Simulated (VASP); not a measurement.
# Mg2S3 (R-3m) in VASP: relaxation of cell and atoms with PBE

Aim: the relaxation of cell and atoms of Mg2S3 with PBE.

Everything below comes from runs of VASP 6.6.1. Logs are shortened: lines on timing, memory, paths and dates and some standing lists are left out, and cuts for length are marked.

### Step 1. The cell of the first run

It takes space group R-3m (No. 166, trigonal). Conventional cell: a = 3.865 Å, b = 3.865 Å, c = 22.772 Å, α = 90.00°, β = 90.00°, γ = 120.00°. Mg (site symmetry 3m) has 6 S at 2.55 to 2.70 Å within 3.4 Å. Within 3.6 Å of S (site symmetry -3m) lie 6 Mg at 2.70 Å and 6 S at 3.54 Å. Within 2.8 Å of S (site symmetry 3m) lie 1 S at 2.10 Å and 3 Mg at 2.55 Å.

### Step 2. Relaxation of cell and atoms, PBE

Input file INCAR:

```
SYSTEM = Mg2S3
PREC     = Accurate       ! precision mode
ENCUT    = 600            ! plane-wave cutoff, eV
EDIFF    = 1E-6           ! SCF threshold, eV
ISMEAR   = 0              ! smearing method
SIGMA    = 0.02           ! smearing width, eV
LREAL    = .FALSE.        ! projectors in reciprocal space
LASPH    = .TRUE.         ! aspherical terms in the spheres
NELM     = 100            ! most SCF steps
ALGO     = Normal         ! electronic algorithm
ISIF     = 3              ! what is computed and relaxed
LWAVE    = .FALSE.        ! write WAVECAR
LCHARG   = .FALSE.        ! write CHGCAR
GGA      = PE             ! functional
IBRION   = 2              ! ionic algorithm
NSW      = 100            ! ionic steps
EDIFFG   = -0.01          ! ionic threshold
```

Input file KPOINTS:

```
regular mesh
0
G
  12 12 12
  0 0 0
```

Input file POSCAR:

```
Mg2S3
1.0
    1.9323029021      1.1156156007      7.5906590793
   -1.9323029021      1.1156156007      7.5906590793
    0.0000000000     -2.2312312014      7.5906590793
Mg S
2 3
Direct
    0.2667685676      0.2667685676      0.2667685676
    0.7332314324      0.7332314324      0.7332314324
    0.0000000000      0.0000000000      0.0000000000
    0.4538296567      0.4538296567      0.4538296567
    0.5461703433      0.5461703433      0.5461703433
```

Potentials or basis: VASP PAW PBE potentials, release 64 (Mg, S).

Launch:

```
$ cat potpaw_PBE.64/Mg/POTCAR potpaw_PBE.64/S/POTCAR > POTCAR
$ mpirun -np 1 vasp_std > vasp.out
```

OUTCAR:

```text
SYSTEM = Mg2S3
   PREC = Accurate
   ENCUT = 600
   EDIFF = 1E-6
   ISMEAR = 0
   LREAL = .FALSE.
   LASPH = .TRUE.
   NELM = 100
   ISIF = 3
   GGA = PE
   IBRION = 2
   NSW = 100
   EDIFFG = -0.01

 ion  position               nearest neighbor table
   1  0.267  0.267  0.267-   5 2.55   5 2.55   5 2.55   3 2.70   3 2.70   3 2.70
   2  0.733  0.733  0.733-   4 2.55   4 2.55   4 2.55   3 2.70   3 2.70   3 2.70
   3  0.000  0.000  0.000-   2 2.70   2 2.70   1 2.70   1 2.70   2 2.70   1 2.70
   4  0.454  0.454  0.454-   5 2.10   2 2.55   2 2.55   2 2.55
   5  0.546  0.546  0.546-   4 2.10   1 2.55   1 2.55   1 2.55

  LATTYP: Found a trigonal (rhomboedric) cell.
 ALAT       =     7.9117948616
 COS(alpha) =     0.8807027668

  Lattice vectors:

 A1 = (   1.9323029021,   1.1156156007,   7.5906590793)
 A2 = (  -1.9323029021,   1.1156156007,   7.5906590793)
 A3 = (   0.0000000000,  -2.2312312014,   7.5906590793)

Analysis of symmetry for initial positions (statically):
=====================================================================
 Subroutine PRICEL returns:
 Original cell was already a primitive cell.

 Routine SETGRP: Setting up the symmetry group for a
 trigonal (rhombohedral) supercell.

 Subroutine GETGRP returns: Found 12 space group operations
 (whereof 12 operations were pure point group operations)
 out of a pool of 12 trial point group operations.

The static configuration has the point symmetry D_3d.

Analysis of symmetry for dynamics (positions and initial velocities):
=====================================================================
 Subroutine PRICEL returns:
 Original cell was already a primitive cell.

 Routine SETGRP: Setting up the symmetry group for a
 trigonal (rhombohedral) supercell.

 Subroutine GETGRP returns: Found 12 space group operations
 (whereof 12 operations were pure point group operations)
 out of a pool of 12 trial point group operations.

The dynamic configuration has the point symmetry D_3d.

 Subroutine INISYM returns: Found 12 space group operations
 (whereof 12 operations are pure point group operations),
 and found     1 'primitive' translations

----------------------------------------------------------------------------------------

                                     Primitive cell

  volume of cell :      98.1794

  direct lattice vectors                    reciprocal lattice vectors
     1.932302902  1.115615601  7.590659079     0.258758603  0.149394349  0.043913622
    -1.932302902  1.115615601  7.590659079    -0.258758603  0.149394349  0.043913622
     0.000000000 -2.231231201  7.590659079     0.000000000 -0.298788698  0.043913622

  length of vectors
     7.911794862  7.911794862  7.911794862     0.301998498  0.301998498  0.301998498

  position of ions in fractional coordinates (direct lattice)
     0.266768568  0.266768568  0.266768568
     0.733231432  0.733231432  0.733231432
     0.000000000  0.000000000  0.000000000
     0.453829657  0.453829657  0.453829657
     0.546170343  0.546170343  0.546170343

  ion indices of the primitive-cell ions
   primitive index   ion index
                 1           1
                 2           2
                 3           3
                 4           4
                 5           5

----------------------------------------------------------------------------------------

 KPOINTS: regular mesh

Automatic generation of k-mesh.
 Grid dimensions read from file:
 generate k-points for:   12   12   12

 Generating k-lattice:

  Cartesian coordinates                     Fractional coordinates (reciprocal lattice)
     0.021563217  0.012449529  0.003659468     0.083333333  0.000000000  0.000000000
    -0.021563217  0.012449529  0.003659468     0.000000000  0.083333333  0.000000000
     0.000000000 -0.024899058  0.003659468     0.000000000  0.000000000  0.083333333

  Length of vectors
     0.025166541  0.025166541  0.025166541

  Shift w.r.t. Gamma in fractional coordinates (k-lattice)
     0.000000000  0.000000000  0.000000000

 Subroutine IBZKPT returns following result:
 ===========================================

 Found    189 irreducible k-points:

 Following reciprocal coordinates:
            Coordinates               Weight
  0.000000  0.000000  0.000000      1.000000
  0.083333 -0.000000  0.000000      6.000000
  0.166667 -0.000000 -0.000000      6.000000
  0.250000 -0.000000 -0.000000      6.000000
  0.333333  0.000000 -0.000000      6.000000
  0.416667 -0.000000  0.000000      6.000000
[... 16 lines left out ...]
  0.500000  0.166667 -0.000000     12.000000
 -0.416667  0.166667  0.000000     12.000000
 [... further k-points ...]
   k-points           NKPTS =    189   k-points in BZ     NKDIM =    189   number of bands    NBANDS=     15
   number of dos      NEDOS =    301   number of ions     NIONS =      5
   total plane-waves  NPLWV = 262144
   dimension x,y,z NGX =    64 NGY =   64 NGZ =   64
   dimension x,y,z NGXF=   128 NGYF=  128 NGZF=  128
   ions per type =               2   3
   NGX,Y,Z   is equivalent  to a cutoff of  13.45, 13.45, 13.45 a.u.
   NGXF,Y,Z  is equivalent  to a cutoff of  26.90, 26.90, 26.90 a.u.
 SYSTEM =  Mg2S3
   PREC   = accura    normal or accurate (medium, high low for compatibility)
   ISTART =      0    job   : 0-new  1-cont  2-samecut
   ICHARG =      2    charge: 1-file 2-atom 10-const
   ISPIN  =      1    spin polarized calculation?
   LNONCOLLINEAR =      F non collinear calculations
   LSORBIT =      F    spin-orbit coupling
   LASPH  =      T    aspherical Exc in radial PAW
   ENCUT  =  600.0 eV  44.10 Ry    6.64 a.u.  15.80 15.80 15.80*2*pi/ulx,y,z
   NELM   =    100;   NELMIN=  2; NELMDL= -5     # of ELM steps
   EDIFF  = 0.1E-05   stopping-criterion for ELM
   LREAL  =      F    real-space projection
   EDIFFG = -.1E-01   stopping-criterion for IOM
   NSW    =    100    number of steps for IOM
   IBRION =      2    ionic relax: 0-MD 1-quasi-New 2-CG
   NFREE  =      1    steps in history (QN), initial steepest desc. (CG)
   ISIF   =      3    stress and relaxation
   ISYM   =      2    0-nonsym 1-usesym 2-fastsym
   POTIM  = 0.5000    time-step for ionic-motion
   TEBEG  =    0.0;   TEEND  =   0.0 temperature during run
   PSTRESS=    0.0 pullay stress
   NELECT =      22.0000    total number of electrons
   NUPDOWN=      -1.0000    fix difference up-down
   EMIN   =  10.00;   EMAX   =-10.00  energy-range for DOS
   EFERMI =   0.00;   METHOD = LEGACY
   ISMEAR =     0;   SIGMA  =   0.02  broadening in eV -4-tet -1-fermi 0-gaus
   EFERMI_NEDOS =   21; number of points for ismear=-14 and -15
   IALGO  =     38    algorithm
   IMIX   =      4    mixing-type and parameters
     AMIX     =   0.40;   BMIX     =  1.00
     AMIX_MAG =   1.60;   BMIX_MAG =  1.00
  volume/ion in A,a.u.               =      19.64       132.51
  Fermi-wavevector in a.u.,A,eV,Ry     =   0.994357  1.879062 13.452697  0.988745
  Thomas-Fermi vector in A             =   2.126302
   LORBIT       =      0    0 simple, 1 ext, 2 COOP (PROOUT), +10 PAW based schemes
   GGA     = PE    functional components
   LHFCALC =     F    Hartree Fock is set to
   AEXX    =    0.0000 exact exchange contribution
   IVDW    =     0    specifies the selected vdW correction
   LEPSILON=     F    determine dielectric tensor
   LRPA    =     F    only Hartree local field effects (RPA)
 conjugate gradient relaxation of ions
 non-spin polarized calculation
 Gauss-broadening in eV      SIGMA  =   0.02
  energy-cutoff  :      600.00
  volume of cell :       98.18
 maximum number of plane-waves:      3312
   NGX = 31   NGY = 31   NGZ = 31

--------------------------------------- Ionic step        1  -------------------------------------------

 number of electron      21.9999999 magnetization

 Free energy of the ion-electron system (eV)
  ---------------------------------------------------
  ext. energy  EPLUGINS =         0.00000000
  ---------------------------------------------------
  free energy    TOTEN  =       -20.65886273 eV

  energy without entropy =      -20.65886273  energy(sigma->0) =      -20.65886273

------------------------ aborting loop because EDIFF is reached ----------------------------------------

  FORCE on cell =-STRESS in cart. coord.  units (eV):
  Direction    XX          YY          ZZ          XY          YZ          ZX
  --------------------------------------------------------------------------------------
  -------------------------------------------------------------------------------------
  Total       -0.1655959     -0.1655959     -0.4117956      0.0000000      0.0000000      0.0000000
  in kB       -2.7023376     -2.7023376     -6.7200386      0.0000000      0.0000000      0.0000000
  external PRESSURE =      -4.0415713 kB  Pullay stress =       0.0000000 kB
[... 102 lines left out ...]
  energy  without entropy=      -20.6598267498  energy(sigma->0) =      -20.65982675

--------------------------------------- Ionic step        4  -------------------------------------------

 number of electron      22.0000000 magnetization

 Free energy of the ion-electron system (eV)
  ---------------------------------------------------
  ext. energy  EPLUGINS =         0.00000000
  ---------------------------------------------------
  free energy    TOTEN  =       -20.65989135 eV

  energy without entropy =      -20.65989135  energy(sigma->0) =      -20.65989135

 E-fermi :   3.7418     XC(G=0):  -9.2537

 val. band max:        3.6072339666   @ k =   0.5000   0.5000   0.5000
 cond. band min:       4.9644416976   @ k =   0.5000   0.5000   0.5000
 fundamental gap:      1.3572077311
 Fermi energy:         3.7417524084

 k-point     1 :       0.0000    0.0000    0.0000
  band No.  band energies     occupation
      1     -10.9795      2.00000
      2      -8.6140      2.00000
      3      -7.5779      2.00000
      4      -1.4298      2.00000
      5       0.6337      2.00000
      6       1.3079      2.00000
      7       1.3079      2.00000
      8       2.5990      2.00000
      9       2.5990      2.00000
     10       3.4440      2.00000
     11       3.4440      2.00000
     12       6.6346      0.00000
     13       6.8287      0.00000
     14       7.1825      0.00000
     15       9.8652      0.00000
[... 397 lines left out ...]
 k-point    24 :      -0.4167    0.1667    0.0000
  band No.  band energies     occupation
      1     -10.5095      2.00000
      2      -7.9789      2.00000
      3      -6.9152      2.00000
      4      -1.7813      2.00000
      5      -1.0370      2.00000
      6      -0.2072      2.00000
      7       0.1303      2.00000
      8       0.8710      2.00000
      9       0.9891      2.00000
     10       2.6065      2.00000
     11       2.8840      2.00000
     12       5.6244      0.00000
     13       7.4396      0.00000
     14       8.8326      0.00000
     15       9.6150      0.00000

 [... further k-points ...]

------------------------ aborting loop because EDIFF is reached ----------------------------------------

  FORCE on cell =-STRESS in cart. coord.  units (eV):
  Direction    XX          YY          ZZ          XY          YZ          ZX
  --------------------------------------------------------------------------------------
  -------------------------------------------------------------------------------------
  Total       -0.0001711     -0.0001711      0.0263569      0.0000000      0.0000000      0.0000000
  in kB       -0.0028075     -0.0028075      0.4324882      0.0000000      0.0000000      0.0000000
  external PRESSURE =       0.1422911 kB  Pullay stress =       0.0000000 kB
[... 20 lines left out ...]
  FREE ENERGIE OF THE ION-ELECTRON SYSTEM (eV)
  ---------------------------------------------------
  free  energy   TOTEN  =       -20.6598913461 eV

  energy  without entropy=      -20.6598913461  energy(sigma->0) =      -20.65989135

 reached required accuracy - stopping structural energy minimisation
```

Wall time 65 min (1 thread of Oxide Virtual Turin-like, shared host); peak memory 0.8 GiB.

What came out:

| Item | Value |
| --- | --- |
| Free energy | -20.6599 eV |
| Relaxed volume | 19.53 Å³/atom |
| Relaxed cell | a = 7.895 Å, b = 7.895 Å, c = 7.895 Å, α = 28.29°, β = 28.29°, γ = 28.29° |
| Space group after relaxing (to 0.1 Å) | R-3m (No. 166) |
| Energy gained by relaxing | 0.2 meV/atom |
| Ionic steps | 4 |
| Pressure after relaxing | 0.0 GPa |
| Largest force after relaxing | 0.007 eV/Å |
| Band gap on the k mesh | 1.36 eV |

Forces in eV/Å, atoms in the order of the input:
```
Mg   0.000  0.000  0.003
Mg   0.000  0.000 -0.003
S    0.000  0.000  0.000
S    0.000  0.000  0.007
S    0.000  0.000 -0.007
```

The path:
```
step  energy change (eV)  largest force (eV/Å)  pressure (GPa)  volume (Å³)
   1              0.0000                0.1090           -0.40        98.18
   2             -0.0004                0.1073            0.19        97.48
   3             -0.0010                0.0135           -0.07        97.77
   4             -0.0010                0.0066            0.01        97.64
```

Final structure:
```
CELL_PARAMETERS angstrom
1.92912 1.11378 7.57392
-1.92912 1.11378 7.57392
0.00000 -2.22756 7.57392
ATOMIC_POSITIONS crystal
Mg 0.26677 0.26677 0.26677
Mg 0.73323 0.73323 0.73323
S 0.00000 0.00000 0.00000
S 0.45395 0.45395 0.45395
S 0.54605 0.54605 0.54605
```
